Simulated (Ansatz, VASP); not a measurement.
Two plane-wave programs on La3O

```
La O
1.0
     5.94577    0.00000    0.00000
     0.00000    5.94577    0.00000
     0.00000    0.00000    5.94577
La O
6 2
Direct
  0.25000 0.00000 0.50000
  0.75000 0.00000 0.50000
  0.00000 0.50000 0.25000
  0.00000 0.50000 0.75000
  0.50000 0.75000 0.00000
  0.50000 0.25000 0.00000
  0.00000 0.00000 0.00000
  0.50000 0.50000 0.50000
```

Change from the starting cell: species swapped into the GeMo3 type (Pm-3n, No. 223).

Alike in both runs: task relaxation of cell and atoms; functional PBE; k mesh 6 × 6 × 6; occupations gaussian, width 0.1 eV; no spin polarisation.

```csv
,VASP,Ansatz
version,VASP 6.6.1,Ansatz 0.2.0
potentials or method,"VASP PAW PBE potentials, release 64 (La, O), cutoff 600 eV","scalar-relativistic, plane waves, PAW"
valence electrons in the cell,78,78
```

```tsv
	VASP	Ansatz	Ansatz less VASP
gap on the k mesh at the Fermi level, each at its own relaxed structure (eV)	none	none	-
relaxed volume (Å³/atom)	27.04	27.06	+0.015
relaxed cell length with the largest relative difference (Å)	6.003	6.004	+0.0011
```

A gap of «none» marks a metal or a gap that the smearing closes.

Neither program's run includes spin-orbit coupling.
